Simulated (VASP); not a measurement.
Wanted: the native input for a VASP 6.6.1 run.

```
Task                   : single point
Functional             : r2SCAN
Potentials or basis    : VASP PAW PBE potentials, release 64 (Si, C)
Cutoff                 : 520 eV
k mesh                 : 10 × 10 × 10
Occupations            : gaussian, width 0.05 eV
Spin                   : no spin polarisation
Dipole correction      : no
Further INCAR settings : ALGO = Normal; EDIFF = 1e-06; NBANDS = 11
```

The system is SiC (Moissanite 3C).

```
Si C
1.0
     0.00000    2.18986    2.18986
     2.18986    0.00000    2.18986
     2.18986    2.18986    0.00000
Si C
1 1
Cartesian
  0.0000 0.0000 0.0000
  1.0949 1.0949 1.0949
```

The input as run:

POSCAR

```
SiC
1.0
    0.0000000000      2.1898640504      2.1898640504
    2.1898640504      0.0000000000      2.1898640504
    2.1898640504      2.1898640504      0.0000000000
Si C
1 1
Direct
    0.0000000000      0.0000000000      0.0000000000
    0.2500000000      0.2500000000      0.2500000000
```

INCAR.step1

```
SYSTEM = SiC
  PREC = Accurate
  ENCUT = 520
  ISMEAR = 0
  SIGMA = 0.05
  LREAL = .FALSE.
  LASPH = .TRUE.
  NELM = 80
  NBANDS = 11
  GGA = PE
  ALGO = Normal
  EDIFF = 1E-4
  LWAVE = .TRUE.
  LCHARG = .FALSE.
```

INCAR.step2

```
SYSTEM = SiC
  PREC = Accurate
  ENCUT = 520
  EDIFF = 1E-6
  ISMEAR = 0
  SIGMA = 0.05
  LREAL = .FALSE.
  LASPH = .TRUE.
  NELM = 80
  ALGO = Normal
  ISIF = 2
  LWAVE = .FALSE.
  LCHARG = .TRUE.
  METAGGA = R2SCAN
  LMIXTAU = .TRUE.
  LELF = .TRUE.
  LVHAR = .TRUE.
  NBANDS = 11
  ISTART = 1
```

KPOINTS

```
Automatic mesh
0
G
  10 10 10
  0 0 0
```

Potentials or basis: VASP PAW PBE potentials, release 64 (Si, C).

Command:

```bash
$ cat potpaw_PBE.64/Si/POTCAR potpaw_PBE.64/C/POTCAR > POTCAR
$ cp INCAR.step1 INCAR
$ mpirun -np 1 vasp_std > vasp.out
$ cp INCAR.step2 INCAR
$ mpirun -np 1 vasp_std > vasp.out
```

Results of the run:

```
Pressure               : -3.7 GPa
Band gap on the k mesh : 1.73 eV, indirect (least direct gap 5.04 eV)
```

Caveat: the PAW data sets were made with another functional, which shifts forces and pressure a little.

Wall time 12 s on 1 thread of Intel(R) Xeon(R) 6975P-C (Granite Rapids) (shared host), peak memory 0.14 GiB.
